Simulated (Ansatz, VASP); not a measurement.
## Two plane-wave programs on CdF2

The input POSCAR:

```
CdF2
1.0
    0.0000000000      2.6825809990      2.6825809990
    2.6825809990      0.0000000000      2.6825809990
    2.6825809990      2.6825809990      0.0000000000
Cd F
1 2
Direct
    0.0000000000      0.0000000000      0.0000000000
    0.2500000000      0.2500000000      0.2500000000
    0.7500000000      0.7500000000      0.7500000000
```

File INCAR.step1:

```
SYSTEM = CdF2
PREC = Accurate
ENCUT = 520
ISMEAR = 0
SIGMA = 0.01
LREAL = .False.
LASPH = .True.
NELM = 60
NBANDS = 20
GGA = PE
ALGO = Normal
EDIFF = 1E-4
LWAVE = .True.
LCHARG = .False.
```

Contents of INCAR.step2:

```
SYSTEM = CdF2
PREC = Accurate
ENCUT = 520
EDIFF = 1E-6
ISMEAR = 0
SIGMA = 0.01
LREAL = .False.
LASPH = .True.
NELM = 60
ALGO = Normal
ISIF = 2
LWAVE = .False.
LCHARG = .False.
METAGGA = R2SCAN
LMIXTAU = .True.
NBANDS = 20
ISTART = 1
```

File KPOINTS:

```
regular mesh
0
Gamma
  8 8 8
  0 0 0
```

Input for Ansatz:

```yaml
crystal:
  lattice:
    - [0.0, 2.682580999, 2.682580999]
    - [2.682580999, 0.0, 2.682580999]
    - [2.682580999, 2.682580999, 0.0]
  atoms:
    - { symbol: Cd, position: [0.0, 0.0, 0.0] }
    - { symbol: F, position: [0.25, 0.25, 0.25] }
    - { symbol: F, position: [0.75, 0.75, 0.75] }
kpoints:
  mp_grid: { grid: [8, 8, 8] }
  band_path:
    path:
      - [0.0, 0.0, 0.0]
      - [0.5, 0.0, 0.5]
      - [0.625, 0.25, 0.625]
      - [0.375, 0.375, 0.75]
      - [0.5, 0.5, 0.5]
      - [0.5, 0.25, 0.75]
      - [0.25, -0.5, -0.25]
    npoints: 1
hamiltonian:
  xc: r2scan
scf:
  occupations: { method: fixed }
  n_extra_bands: 4
output:
  forces: true
  stress: true
  eigenvalues: true
  write_density: true
  write_potential: true
  elf: true
  volumetric_format: npy
```

Alike in both runs: task single point; functional r2SCAN; k mesh 8 × 8 × 8; no spin polarisation.

```csv
,VASP,Ansatz
version,VASP 6.6.1,Ansatz 0.2.0
potentials or method,"VASP PAW PBE potentials, release 64 (Cd, F)","plane waves, PAW"
plane-wave cutoff (eV),520,500
occupations,"gaussian, width 0.01 eV",fixed
valence electrons in the cell,26,34
```

VASP gave:

| Property | Result |
| --- | --- |
| gap on the k mesh at the Fermi level (eV) | 3.80 |
| pressure (GPa) | 2.6 |

Estimate Ansatz's values.

gap on the k mesh at the Fermi level (eV): 3.84; pressure (GPa): 1.5.

VASP's potentials were made for PBE, not for r2SCAN. VASP's potentials hold 26 valence electrons a cell and Ansatz's 34, so a difference there can come from the potentials and not from the codes.
